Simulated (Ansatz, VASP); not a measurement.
**One calculation of BN, two programs**

File INCAR:

```
PREC = Accurate
ENCUT = 520
EDIFF = 1E-6
ISMEAR = 0
SIGMA = 0.05
LREAL = F
LASPH = T
NELM = 80
ALGO = Normal
ISIF = 2
LWAVE = F
LCHARG = F
GGA = PE
NBANDS = 11
```

Contents of KPOINTS:

```
regular mesh
0
Gamma
  12 12 12
```

File POSCAR:

```
BN
1.0
    0.0000000000      1.8123485119      1.8123485119
    1.8123485119      0.0000000000      1.8123485119
    1.8123485119      1.8123485119      0.0000000000
B N
1 1
Direct
    0.0103456923      0.0103456923     -0.0103456923
    0.7500000000      0.7500000000      0.7500000000
```

Input for Ansatz:

```yaml
crystal:
  lattice:
    - [0.0, 1.8123485119, 1.8123485119]
    - [1.8123485119, 0.0, 1.8123485119]
    - [1.8123485119, 1.8123485119, 0.0]
  atoms:
    - { symbol: B, position: [0.0103456923, 0.0103456923, -0.0103456923] }
    - { symbol: "N", position: [0.75, 0.75, 0.75] }
basis:
  ecutwfc: 420
kpoints:
  mp_grid: { grid: [12, 12, 12] }
hamiltonian:
  xc: pbe
scf:
  occupations: { method: gaussian, width: 0.05 }
output:
  forces: true
  stress: true
  eigenvalues: true
  write_density: true
  write_potential: true
  elf: true
  volumetric_format: npy
```

Change from the starting cell: all B atoms moved +0.037 Å, as atom 1 along Cartesian [0 0 1].

Alike in both runs: task single point; functional PBE; k mesh 12 × 12 × 12; occupations gaussian, width 0.05 eV; no spin polarisation.

|  | VASP | Ansatz |
| --- | --- | --- |
| version | VASP 6.6.1 | Ansatz 0.2.0 |
| potentials or method | VASP PAW PBE potentials, release 64 (B, N), cutoff 520 eV | scalar-relativistic, plane waves, PAW |
| valence electrons in the cell | 8 | 8 |

|  | VASP | Ansatz | Ansatz less VASP |
| --- | --- | --- | --- |
| gap on the k mesh at the Fermi level (eV) | 4.11 | 4.13 | +0.012 |
| least direct gap on the mesh (eV) | 8.21 | 8.22 | +0.009 |
| pressure (GPa) | 0.6 | 0.4 | -0.25 |
| traceless stress, the component that is largest in VASP (GPa) | -0.77 | -0.67 | +0.095 |
| rms of the force components (eV/Å) | 0.513 | 0.510 | -0.0028 |

Atom by atom the forces differ by 0.003 eV/Å (rms over components). With one functional, cell and mesh, what is left measures potentials, basis and numerics.
